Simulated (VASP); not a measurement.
# Te (C2/m) in VASP: electric field gradients with r2SCAN

Aim: the electric field gradients of Te with r2SCAN.

Everything below comes from runs of VASP 6.6.1. Logs are shortened: lines on timing, memory, paths and dates and some standing lists are left out, and cuts for length are marked.

### 1 The cell of the first run

Symmetry: C2/m, No. 12, monoclinic system. The conventional cell has a = 7.641 Å, b = 4.296 Å, c = 5.977 Å, α = 90.00°, β = 90.90°, γ = 90.00°. Within 4.0 Å of Te (site symmetry m) lie 6 Te at 3.03 to 3.47 Å. Te (site symmetry 2/m) has 6 Te at 3.09 to 3.31 Å within 4.1 Å.

### 2 Electric field gradients, r2SCAN

POSCAR reads:

```
Te
1.0
    3.8202894285     -2.1482026000      0.0000000000
    3.8202894285      2.1482026000      0.0000000000
   -0.0942908673      0.0000000000      5.9760906531
Te
3
Direct
    0.6905533900      0.6905533900      0.6611905100
    0.3094466100      0.3094466100      0.3388094900
    0.0000000000      0.0000000000      0.0000000000
```

INCAR.step1 reads:

```
ALGO = Normal
EDIFF = 1E-4
ENCUT = 520
GGA = PE
ISMEAR = -1
LASPH = True
LCHARG = False
LREAL = False
LWAVE = True
NBANDS = 16
NELM = 100
PREC = Accurate
SIGMA = 0.08
```

INCAR.step2 reads:

```
ALGO = Normal
EDIFF = 1E-8
ENCUT = 520
ISIF = 2
ISMEAR = -1
ISTART = 1
LASPH = True
LCHARG = False
LEFG = True
LMIXTAU = True
LREAL = False
LWAVE = False
METAGGA = R2SCAN
NBANDS = 16
NELM = 100
PREC = Accurate
SIGMA = 0.08
```

KPOINTS reads:

```
k-points
0
Gamma
  10 10 6
```

Potentials or basis: VASP PAW PBE potentials, release 64 (Te).

Run with:

```bash
$ cat potpaw_PBE.64/Te/POTCAR > POTCAR
$ cp INCAR.step1 INCAR
$ mpirun -np 1 vasp_std > vasp.out
$ cp INCAR.step2 INCAR
$ mpirun -np 1 vasp_std > vasp.out
```

OUTCAR:

```text
EDIFF = 1E-8
   ENCUT = 520
   ISIF = 2
   ISMEAR = -1
   ISTART = 1
   LASPH = True
   LREAL = False
   METAGGA = R2SCAN
   NELM = 100
   PREC = Accurate

 ion  position               nearest neighbor table
   1  0.691  0.691  0.661-   2 3.03   2 3.03   3 3.09   3 3.31   3 3.31   2 3.47
   2  0.309  0.309  0.339-   1 3.03   1 3.03   3 3.09   3 3.31   3 3.31   1 3.47
   3  0.000  0.000  0.000-   1 3.09   2 3.09   1 3.31   1 3.31   2 3.31   2 3.31

  LATTYP: Found a base centered monoclinic cell.
 ALAT       =     7.6405788570
 B/A-ratio  =     0.5623140969
 C/A-ratio  =     0.7822489081
 COS(beta)  =    -0.0157760547

  Lattice vectors:

 A1 = (   3.8202894285,  -2.1482026000,   0.0000000000)
 A2 = (   3.8202894285,   2.1482026000,   0.0000000000)
 A3 = (  -0.0942908673,   0.0000000000,   5.9760906531)

Analysis of symmetry for initial positions (statically):
=====================================================================
 Subroutine PRICEL returns:
 Original cell was already a primitive cell.

 Routine SETGRP: Setting up the symmetry group for a
 base centered monoclinic supercell.

 Subroutine GETGRP returns: Found  4 space group operations
 (whereof  4 operations were pure point group operations)
 out of a pool of  4 trial point group operations.

The static configuration has the point symmetry C_2h.

Analysis of symmetry for dynamics (positions and initial velocities):
=====================================================================
 Subroutine PRICEL returns:
 Original cell was already a primitive cell.

 Routine SETGRP: Setting up the symmetry group for a
 base centered monoclinic supercell.

 Subroutine GETGRP returns: Found  4 space group operations
 (whereof  4 operations were pure point group operations)
 out of a pool of  4 trial point group operations.

The dynamic configuration has the point symmetry C_2h.

 Subroutine INISYM returns: Found  4 space group operations
 (whereof  4 operations are pure point group operations),
 and found     1 'primitive' translations

----------------------------------------------------------------------------------------

                                     Primitive cell

  volume of cell :      98.0886

  direct lattice vectors                    reciprocal lattice vectors
     3.820289429 -2.148202600  0.000000000     0.130880136 -0.232752721  0.002065029
     3.820289429  2.148202600  0.000000000     0.130880136  0.232752721  0.002065029
    -0.094290867  0.000000000  5.976090653     0.000000000  0.000000000  0.167333472

  length of vectors
     4.382851324  4.382851324  5.976834468     0.267035023  0.267035023  0.167333472

  position of ions in fractional coordinates (direct lattice)
     0.690553390  0.690553390  0.661190510
     0.309446610  0.309446610  0.338809490
     0.000000000  0.000000000  0.000000000

  ion indices of the primitive-cell ions
   primitive index   ion index
                 1           1
                 2           2
                 3           3

----------------------------------------------------------------------------------------

 KPOINTS: k-points

Automatic generation of k-mesh.
 Grid dimensions read from file:
 generate k-points for:   10   10    6

 Generating k-lattice:

  Cartesian coordinates                     Fractional coordinates (reciprocal lattice)
     0.013088014 -0.023275272  0.000206503     0.100000000  0.000000000  0.000000000
     0.013088014  0.023275272  0.000206503     0.000000000  0.100000000  0.000000000
     0.000000000  0.000000000  0.027888912     0.000000000  0.000000000  0.166666667

  Length of vectors
     0.026703502  0.026703502  0.027888912

  Shift w.r.t. Gamma in fractional coordinates (k-lattice)
     0.000000000  0.000000000  0.000000000

 Subroutine IBZKPT returns following result:
 ===========================================

 Found    172 irreducible k-points:

 Following reciprocal coordinates:
            Coordinates               Weight
  0.000000  0.000000  0.000000      1.000000
  0.100000 -0.000000  0.000000      4.000000
  0.200000 -0.000000  0.000000      4.000000
  0.300000  0.000000  0.000000      4.000000
  0.400000 -0.000000  0.000000      4.000000
  0.500000  0.000000  0.000000      2.000000
[... 16 lines left out ...]
  0.300000  0.300000  0.000000      2.000000
  0.400000  0.300000  0.000000      4.000000
 [... further k-points ...]
   k-points           NKPTS =    172   k-points in BZ     NKDIM =    172   number of bands    NBANDS=     16
   number of dos      NEDOS =    301   number of ions     NIONS =      3
   total plane-waves  NPLWV =  62208
   dimension x,y,z NGX =    36 NGY =   36 NGZ =   48
   dimension x,y,z NGXF=    72 NGYF=   72 NGZF=   96
   ions per type =               3
   NGX,Y,Z   is equivalent  to a cutoff of  13.66, 13.66, 13.35 a.u.
   NGXF,Y,Z  is equivalent  to a cutoff of  27.31, 27.31, 26.70 a.u.
 SYSTEM =  unknown system
   PREC   = accura    normal or accurate (medium, high low for compatibility)
   ISTART =      1    job   : 0-new  1-cont  2-samecut
   ICHARG =      0    charge: 1-file 2-atom 10-const
   ISPIN  =      1    spin polarized calculation?
   LNONCOLLINEAR =      F non collinear calculations
   LSORBIT =      F    spin-orbit coupling
   LASPH  =      T    aspherical Exc in radial PAW
   ENCUT  =  520.0 eV  38.22 Ry    6.18 a.u.   8.15  8.15 11.11*2*pi/ulx,y,z
   NELM   =    100;   NELMIN=  2; NELMDL=  0     # of ELM steps
   EDIFF  = 0.1E-07   stopping-criterion for ELM
   LREAL  =      F    real-space projection
   EDIFFG = 0.1E-06   stopping-criterion for IOM
   NSW    =      0    number of steps for IOM
   IBRION =     -1    ionic relax: 0-MD 1-quasi-New 2-CG
   NFREE  =      0    steps in history (QN), initial steepest desc. (CG)
   ISIF   =      2    stress and relaxation
   ISYM   =      2    0-nonsym 1-usesym 2-fastsym
   POTIM  = 0.5000    time-step for ionic-motion
   TEBEG  =    0.0;   TEEND  =   0.0 temperature during run
   PSTRESS=    0.0 pullay stress
   NELECT =      18.0000    total number of electrons
   NUPDOWN=      -1.0000    fix difference up-down
   EMIN   =  10.00;   EMAX   =-10.00  energy-range for DOS
   EFERMI =   0.00;   METHOD = LEGACY
   ISMEAR =    -1;   SIGMA  =   0.08  broadening in eV -4-tet -1-fermi 0-gaus
   EFERMI_NEDOS =   21; number of points for ismear=-14 and -15
   IALGO  =     38    algorithm
   IMIX   =      4    mixing-type and parameters
     AMIX     =   0.40;   BMIX     =  1.00
     AMIX_MAG =   1.60;   BMIX_MAG =  1.00
  volume/ion in A,a.u.               =      32.70       220.64
  Fermi-wavevector in a.u.,A,eV,Ry     =   0.930307  1.758025 11.775440  0.865470
  Thomas-Fermi vector in A             =   2.056681
   LORBIT       =      0    0 simple, 1 ext, 2 COOP (PROOUT), +10 PAW based schemes
   METAGGA = R2SCAN    functional components
   LHFCALC =     F    Hartree Fock is set to
   AEXX    =    0.0000 exact exchange contribution
   IVDW    =     0    specifies the selected vdW correction
   LEPSILON=     F    determine dielectric tensor
   LRPA    =     F    only Hartree local field effects (RPA)
 non-spin polarized calculation
  energy-cutoff  :      520.00
  volume of cell :       98.09
 maximum number of plane-waves:      2658
 NGX is ok and might be reduce to    36
   NGX = 17   NGY = 17   NGZ = 23

 number of electron      18.0000000 magnetization

 Free energy of the ion-electron system (eV)
  ---------------------------------------------------
  ext. energy  EPLUGINS =         0.00000000
  ---------------------------------------------------
  free energy    TOTEN  =       -76.03270970 eV

  energy without entropy =      -76.01461105  energy(sigma->0) =      -76.02366038

 E-fermi :   6.3578     XC(G=0):  -9.7356

 val. band max:        6.3504456608   @ k =   0.2000   0.1000   0.5000
 cond. band min:       6.3733992817   @ k =  -0.1000  -0.1000   0.3333
 fundamental gap:      0.0229536209
 Fermi energy:         6.3578217459

 k-point     1 :       0.0000    0.0000    0.0000
  band No.  band energies     occupation
      1      -7.9456      2.00000
      2      -4.5323      2.00000
      3      -4.3800      2.00000
      4       3.4186      2.00000
      5       3.4204      2.00000
      6       4.0582      2.00000
[... 8 lines left out ...]
     15      12.7810      0.00000
     16      12.8611      0.00000
[... 419 lines left out ...]
 k-point    24 :       0.4000    0.3000    0.0000
  band No.  band energies     occupation
      1      -6.9674      2.00000
      2      -4.9311      2.00000
      3      -4.3098      2.00000
      4       1.1102      2.00000
      5       1.5845      2.00000
      6       2.5236      2.00000
[... 8 lines left out ...]
     15      14.7444      0.00000
     16      15.1269      0.00000

 [... further k-points ...]
[... 5 lines left out ...]
  --------------------------------------------------------------------------------------
  -------------------------------------------------------------------------------------
  Total       -0.0223460      0.1657578     -0.0982770      0.0000000      0.0000000     -0.1193614
  in kB       -0.3649982      2.7074844     -1.6052534      0.0000000      0.0000000     -1.9496464
  external PRESSURE =       0.2457442 kB  Pullay stress =       0.0000000 kB

 VOLUME and BASIS-vectors are now :
 -----------------------------------------------------------------------------
  energy-cutoff  :      520.00
  volume of cell :       98.09
      direct lattice vectors                 reciprocal lattice vectors
     3.820289429 -2.148202600  0.000000000     0.130880136 -0.232752721  0.002065029
     3.820289429  2.148202600  0.000000000     0.130880136  0.232752721  0.002065029
    -0.094290867  0.000000000  5.976090653     0.000000000  0.000000000  0.167333472

 POSITION                                       TOTAL-FORCE (eV/Angst)
 -----------------------------------------------------------------------------------
      5.21388      0.00000      3.95133        -0.022944      0.000000      0.023714
      2.33240      0.00000      2.02476         0.022944      0.000000     -0.023714
      0.00000      0.00000      0.00000        -0.000000      0.000000      0.000000
 -----------------------------------------------------------------------------------
    total drift:                               -0.000000     -0.000000     -0.000000

  FREE ENERGIE OF THE ION-ELECTRON SYSTEM (eV)
  ---------------------------------------------------
  free  energy   TOTEN  =       -76.0327097033 eV

  energy  without entropy=      -76.0146110535  energy(sigma->0) =      -76.02366038

 Electric field gradients (V/A^2)
---------------------------------------------------------------------
 ion       V_xx      V_yy      V_zz      V_xy      V_xz      V_yz
---------------------------------------------------------------------
   1    -216.964    91.946   125.018     0.000  -127.198     0.000
   2    -216.964    91.946   125.018     0.000  -127.198     0.000
   3     163.707  -338.091   174.384    -0.000   307.407    -0.000
---------------------------------------------------------------------

 Electric field gradients after diagonalization (V/A^2)
 (convention: |V_zz| > |V_xx| > |V_yy|)
----------------------------------------------------------------------
 ion       V_xx      V_yy      V_zz     asymmetry (V_yy - V_xx)/ V_zz
----------------------------------------------------------------------
   1     167.140    91.946  -259.086       0.290
   2     167.140    91.946  -259.086       0.290
   3    -338.091  -138.408   476.499       0.419
----------------------------------------------------------------------

           NMR quadrupolar parameters

 Cq : quadrupolar parameter    Cq=e*Q*V_zz/h
 eta: asymmetry parameters     (V_yy - V_xx)/ V_zz
 Q  : nuclear electric quadrupole moment in mb (millibarn)
----------------------------------------------------------------------
 ion       Cq(MHz)       eta       Q (mb)
----------------------------------------------------------------------
   1      -0.626       0.290       1.000
   2      -0.626       0.290       1.000
   3       1.152       0.419       1.000
----------------------------------------------------------------------
```

It took 10 min on 1 thread of Intel Xeon 6975P-C (Granite Rapids), shared host; peak memory 0.39 GiB.

Results:

```
Free energy                             : -76.0327 eV
Pressure                                : 0.0 GPa
Largest force                           : 0.033 eV/Å
Band gap on the k mesh                  : zero (bands 9 and 10 overlap by 0.15 eV)
Largest electric field gradient by atom : Te -259.1, +476.5 (each value once) V/Å²
```

Forces on the atoms (eV/Å):
```
Te  -0.023  0.000  0.024
Te   0.023  0.000 -0.024
Te   0.000  0.000  0.000
```

Stress tensor (GPa, compression positive):
```
-0.04  0.00 -0.19
 0.00  0.27  0.00
-0.19  0.00 -0.16
```

Levels at points of the mesh, in eV from the Fermi level:
| k point | band 5 | band 6 | band 7 | band 8 | band 9 | band 10 | band 11 | band 12 | band 13 | band 14 |
| --- | --- | --- | --- | --- | --- | --- | --- | --- | --- | --- |
| (0.00, 0.00, 0.00) | -2.94 | -2.30 | -2.07 | -1.77 | -1.59 | 0.98 | 1.01 | 1.64 | 5.09 | 5.53 |
| (0.50, 0.00, 0.00) | -4.72 | -4.38 | -4.02 | -0.71 | -0.70 | 0.33 | 0.43 | 2.70 | 3.78 | 8.49 |
| (0.50, 0.50, 0.00) | -4.44 | -4.27 | -4.26 | -0.45 | -0.06 | 0.02 | 0.31 | 2.75 | 3.87 | 8.34 |
| (0.00, 0.00, 0.50) | -2.95 | -2.86 | -1.34 | -0.93 | -0.35 | -0.16 | -0.03 | 0.30 | 4.14 | 5.32 |
| (0.50, 0.00, 0.50) | -3.82 | -3.65 | -2.92 | -2.79 | -0.25 | 0.30 | 2.08 | 2.81 | 4.67 | 4.97 |
| (0.50, 0.50, 0.50) | -3.54 | -3.36 | -3.29 | -2.77 | -0.09 | 0.33 | 2.42 | 2.57 | 4.65 | 4.94 |

Electric field gradients, principal values (V/Å²):
```tsv
atom	least	middle	greatest (by size)
1 Te	91.946	167.140	-259.086
2 Te	91.946	167.140	-259.086
3 Te	-138.408	-338.091	476.499
```

Caveat: without QUAD_EFG the Cq values of the log hold for a quadrupole moment of 1 mb, not for the nuclei; the PAW data sets were made with another functional, which shifts forces and pressure a little; spin-orbit coupling is left out, which moves the levels of the heavy elements.

The gap in the log of VASP goes by the Fermi energy; the results here count the filled bands.